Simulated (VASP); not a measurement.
# GaCuSe2 (P4/mmm) in VASP: relaxation of cell and atoms with r2SCAN

Aim: the relaxation of cell and atoms of GaCuSe2 with r2SCAN.

Everything below comes from runs of VASP 6.6.1. Logs are shortened: lines on timing, memory, paths and dates and some standing lists are left out, and cuts for length are marked.

## (1) The cell of the first run

It takes space group P4/mmm (No. 123, tetragonal). Conventional cell: a = 3.764 Å, b = 3.764 Å, c = 5.302 Å, α = 90.00°, β = 90.00°, γ = 90.00°. Cu (site symmetry 4/mmm) has 6 Se at 2.65 to 2.66 Å within 3.5 Å. Within 3.5 Å of Se (site symmetry 4/mmm) lie 2 Cu at 2.65 Å and 4 Ga at 2.66 Å. Within 3.5 Å of Se (site symmetry 4/mmm) lie 2 Ga at 2.65 Å and 4 Cu at 2.66 Å. Within 3.5 Å of Ga (site symmetry 4/mmm) lie 6 Se at 2.65 to 2.66 Å.

## (2) Relaxation of cell and atoms, r2SCAN

POSCAR

```
GaCuSe2
1.0
    3.7640314839      0.0000000000      0.0000000000
    0.0000000000      3.7640314839      0.0000000000
    0.0000000000      0.0000000000      5.3015317951
Cu Se Ga
1 2 1
Direct
    0.0000000000      0.0000000000      0.0000000000
    0.0000000000      0.0000000000      0.5000000000
    0.5000000000      0.5000000000      0.0000000000
    0.5000000000      0.5000000000      0.5000000000
```

INCAR.step1

```
ALGO = Normal
EDIFF = 1E-4
ENCUT = 600
GGA = PE
ISMEAR = -1
LASPH = True
LCHARG = False
LREAL = False
LWAVE = True
NELM = 100
PREC = Accurate
SIGMA = 0.02
```

INCAR.step2

```
ALGO = Normal
EDIFF = 1E-6
EDIFFG = -0.005
ENCUT = 600
IBRION = 2
ISIF = 3
ISMEAR = -1
ISTART = 1
LASPH = True
LCHARG = False
LMIXTAU = True
LREAL = False
LWAVE = False
METAGGA = R2SCAN
NELM = 100
NSW = 80
PREC = Accurate
SIGMA = 0.02
```

KPOINTS

```
k-points
0
Gamma
  6 6 4
```

Potentials or basis: VASP PAW PBE potentials, release 64 (Cu, Se, Ga_d).

The run is started by

```bash
> cat potpaw_PBE.64/Cu/POTCAR potpaw_PBE.64/Se/POTCAR potpaw_PBE.64/Ga_d/POTCAR > POTCAR
> cp INCAR.step1 INCAR
> mpirun -np 1 vasp_std > vasp.out
> cp INCAR.step2 INCAR
> mpirun -np 1 vasp_std > vasp.out
```

OUTCAR:

```text
EDIFF = 1E-6
   EDIFFG = -0.005
   ENCUT = 600
   IBRION = 2
   ISIF = 3
   ISMEAR = -1
   ISTART = 1
   LASPH = True
   LREAL = False
   METAGGA = R2SCAN
   NELM = 100
   NSW = 80
   PREC = Accurate

 ion  position               nearest neighbor table
   1  0.000  0.000  0.000-   2 2.65   2 2.65   3 2.66   3 2.66   3 2.66   3 2.66
   2  0.000  0.000  0.500-   1 2.65   1 2.65   4 2.66   4 2.66   4 2.66   4 2.66
   3  0.500  0.500  0.000-   4 2.65   4 2.65   1 2.66   1 2.66   1 2.66   1 2.66
   4  0.500  0.500  0.500-   3 2.65   3 2.65   2 2.66   2 2.66   2 2.66   2 2.66

  LATTYP: Found a simple tetragonal cell.
 ALAT       =     3.7640314839
 C/A-ratio  =     1.4084716926

  Lattice vectors:

 A1 = (   3.7640314839,   0.0000000000,   0.0000000000)
 A2 = (   0.0000000000,   3.7640314839,   0.0000000000)
 A3 = (   0.0000000000,   0.0000000000,   5.3015317951)

Analysis of symmetry for initial positions (statically):
=====================================================================
 Subroutine PRICEL returns:
 Original cell was already a primitive cell.

 Routine SETGRP: Setting up the symmetry group for a
 simple tetragonal supercell.

 Subroutine GETGRP returns: Found 16 space group operations
 (whereof 16 operations were pure point group operations)
 out of a pool of 16 trial point group operations.

The static configuration has the point symmetry D_4h.

Analysis of symmetry for dynamics (positions and initial velocities):
=====================================================================
 Subroutine PRICEL returns:
 Original cell was already a primitive cell.

 Routine SETGRP: Setting up the symmetry group for a
 simple tetragonal supercell.

 Subroutine GETGRP returns: Found 16 space group operations
 (whereof 16 operations were pure point group operations)
 out of a pool of 16 trial point group operations.

The dynamic configuration has the point symmetry D_4h.

 Subroutine INISYM returns: Found 16 space group operations
 (whereof 16 operations are pure point group operations),
 and found     1 'primitive' translations

----------------------------------------------------------------------------------------

                                     Primitive cell

  volume of cell :      75.1117

  direct lattice vectors                    reciprocal lattice vectors
     3.764031484  0.000000000  0.000000000     0.265672592  0.000000000  0.000000000
     0.000000000  3.764031484  0.000000000     0.000000000  0.265672592  0.000000000
[... 98 lines left out ...]
   TEBEG  =    0.0;   TEEND  =   0.0 temperature during run
   PSTRESS=    0.0 pullay stress
   NELECT =      36.0000    total number of electrons
   NUPDOWN=      -1.0000    fix difference up-down
   EMIN   =  10.00;   EMAX   =-10.00  energy-range for DOS
   EFERMI =   0.00;   METHOD = LEGACY
   ISMEAR =    -1;   SIGMA  =   0.02  broadening in eV -4-tet -1-fermi 0-gaus
   EFERMI_NEDOS =   21; number of points for ismear=-14 and -15
   IALGO  =     38    algorithm
   IMIX   =      4    mixing-type and parameters
     AMIX     =   0.40;   BMIX     =  1.00
     AMIX_MAG =   1.60;   BMIX_MAG =  1.00
  volume/ion in A,a.u.               =      18.78       126.72
  Fermi-wavevector in a.u.,A,eV,Ry     =   1.281169  2.421058 22.332517  1.641394
  Thomas-Fermi vector in A             =   2.413554
   LORBIT       =      0    0 simple, 1 ext, 2 COOP (PROOUT), +10 PAW based schemes
   METAGGA = R2SCAN    functional components
   LHFCALC =     F    Hartree Fock is set to
   AEXX    =    0.0000 exact exchange contribution
   IVDW    =     0    specifies the selected vdW correction
   LEPSILON=     F    determine dielectric tensor
   LRPA    =     F    only Hartree local field effects (RPA)
 conjugate gradient relaxation of ions
 non-spin polarized calculation
  energy-cutoff  :      600.00
  volume of cell :       75.11
 maximum number of plane-waves:      2558
   NGX = 15   NGY = 15   NGZ = 21

--------------------------------------- Ionic step        1  -------------------------------------------

 number of electron      36.0000018 magnetization

 Free energy of the ion-electron system (eV)
  ---------------------------------------------------
  ext. energy  EPLUGINS =         0.00000000
  ---------------------------------------------------
  free energy    TOTEN  =       -52.09854522 eV

  energy without entropy =      -52.09686252  energy(sigma->0) =      -52.09770387

------------------------ aborting loop because EDIFF is reached ----------------------------------------

  FORCE on cell =-STRESS in cart. coord.  units (eV):
  Direction    XX          YY          ZZ          XY          YZ          ZX
  --------------------------------------------------------------------------------------
  -------------------------------------------------------------------------------------
  Total       -1.0333389     -1.0333389     -1.0019065      0.0000000      0.0000000     -0.0000000
  in kB      -22.0417198    -22.0417198    -21.3712494      0.0000000      0.0000000     -0.0000000
  external PRESSURE =     -21.8182297 kB  Pullay stress =       0.0000000 kB
[... 63 lines left out ...]
--------------------------------------- Ionic step        3  -------------------------------------------

 number of electron      36.0000016 magnetization

 Free energy of the ion-electron system (eV)
  ---------------------------------------------------
  ext. energy  EPLUGINS =         0.00000000
  ---------------------------------------------------
  free energy    TOTEN  =       -52.11297146 eV

  energy without entropy =      -52.11110451  energy(sigma->0) =      -52.11203798

 E-fermi :   5.4911     XC(G=0): -11.4319

 val. band max:        5.4469949324   @ k =   0.3333   0.0000   0.5000
 cond. band min:       5.5351917738   @ k =   0.3333   0.0000   0.2500
 fundamental gap:      0.0881968414
 Fermi energy:         5.4910876463

 k-point     1 :       0.0000    0.0000    0.0000
  band No.  band energies     occupation
      1     -10.4807      2.00000
      2     -10.2330      2.00000
      3     -10.2264      2.00000
      4     -10.1691      2.00000
      5     -10.1691      2.00000
      6     -10.0654      2.00000
[... 589 lines left out ...]
     21       8.3644      0.00000
     22       9.8176      0.00000

 [... further k-points ...]

------------------------ aborting loop because EDIFF is reached ----------------------------------------

  FORCE on cell =-STRESS in cart. coord.  units (eV):
  Direction    XX          YY          ZZ          XY          YZ          ZX
  --------------------------------------------------------------------------------------
  -------------------------------------------------------------------------------------
  Total        0.0103307      0.0103307     -0.0063235      0.0000000      0.0000000     -0.0000000
  in kB        0.2265214      0.2265214     -0.1386556      0.0000000      0.0000000     -0.0000000
  external PRESSURE =       0.1047957 kB  Pullay stress =       0.0000000 kB
[... 19 lines left out ...]
  FREE ENERGIE OF THE ION-ELECTRON SYSTEM (eV)
  ---------------------------------------------------
  free  energy   TOTEN  =       -52.1129714591 eV

  energy  without entropy=      -52.1111045101  energy(sigma->0) =      -52.11203798

 reached required accuracy - stopping structural energy minimisation
```

OSZICAR.step1:

```text
N       E                     dE             d eps       ncg     rms          rms(c)
DAV:   1     0.296262315828E+03    0.29626E+03   -0.18648E+04  1332   0.251E+03
DAV:   2     0.222870788830E+02   -0.27398E+03   -0.26720E+03  1368   0.520E+02
DAV:   3    -0.142162515950E+02   -0.36503E+02   -0.35327E+02  1636   0.160E+02
DAV:   4    -0.158582790133E+02   -0.16420E+01   -0.16305E+01  1602   0.317E+01
DAV:   5    -0.159176592446E+02   -0.59380E-01   -0.59296E-01  1684   0.650E+00    0.112E+01
DAV:   6    -0.176081654121E+02   -0.16905E+01   -0.40344E+01  1582   0.123E+02    0.104E+01
DAV:   7    -0.147368325655E+02    0.28713E+01   -0.81382E+00  1556   0.723E+01    0.373E+00
DAV:   8    -0.146772998328E+02    0.59533E-01   -0.30049E+00  2076   0.409E+01    0.257E+00
DAV:   9    -0.146187155708E+02    0.58584E-01   -0.71150E-01  1860   0.184E+01    0.487E-01
DAV:  10    -0.146197987376E+02   -0.10832E-02   -0.52022E-02  2002   0.464E+00    0.191E-01
DAV:  11    -0.146197500439E+02    0.48694E-04   -0.78528E-03  2004   0.201E+00    0.103E-01
DAV:  12    -0.146196634131E+02    0.86631E-04   -0.10661E-03  1472   0.829E-01    0.341E-02
DAV:  13    -0.146196635663E+02   -0.15319E-06   -0.15621E-04   916   0.316E-01
   1 F= -.14619664E+02 E0= -.14619103E+02  d E =-.112018E-02
```

It took 4.5 min on 1 thread of Intel Xeon 6975P-C (Granite Rapids), shared host; peak memory 0.25 GiB.

Results:

```
Free energy                           : -52.1130 eV
Relaxed volume                        : 18.27 Å³/atom
Relaxed cell                          : a = 3.729 Å, b = 3.729 Å, c = 5.254 Å, α = 90.00°, β = 90.00°, γ = 90.00°
Space group after relaxing (to 0.1 Å) : P4/mmm (No. 123)
Energy gained by relaxing             : 3.6 meV/atom
Ionic steps                           : 3
Pressure after relaxing               : 0.0 GPa
Band gap on the k mesh                : zero (bands 18 and 19 overlap by 2.61 eV)
```

The path:
| step | energy change (eV) | largest force (eV/Å) | pressure (GPa) | volume (Å³) |
| --- | --- | --- | --- | --- |
| 1 | 0.0000 | 0.0000 | -2.18 | 75.11 |
| 2 | -0.0126 | 0.0000 | 0.89 | 72.37 |
| 3 | -0.0144 | 0.0000 | 0.01 | 73.07 |

Final structure:
```
Cu Se Ga
1.0
     3.72924    0.00000    0.00000
     0.00000    3.72924    0.00000
     0.00000    0.00000    5.25402
Cu Se Ga
1 2 1
Direct
  0.00000 0.00000 0.00000
  0.00000 0.00000 0.50000
  0.50000 0.50000 0.00000
  0.50000 0.50000 0.50000
```

Caveat: the PAW data sets were made with another functional, which shifts forces and pressure a little. With open d or f shells a metallic result of r2SCAN can be an artefact of self-interaction; +U or a hybrid may open a gap.

The gap in the log of VASP goes by the Fermi energy; the results here count the filled bands.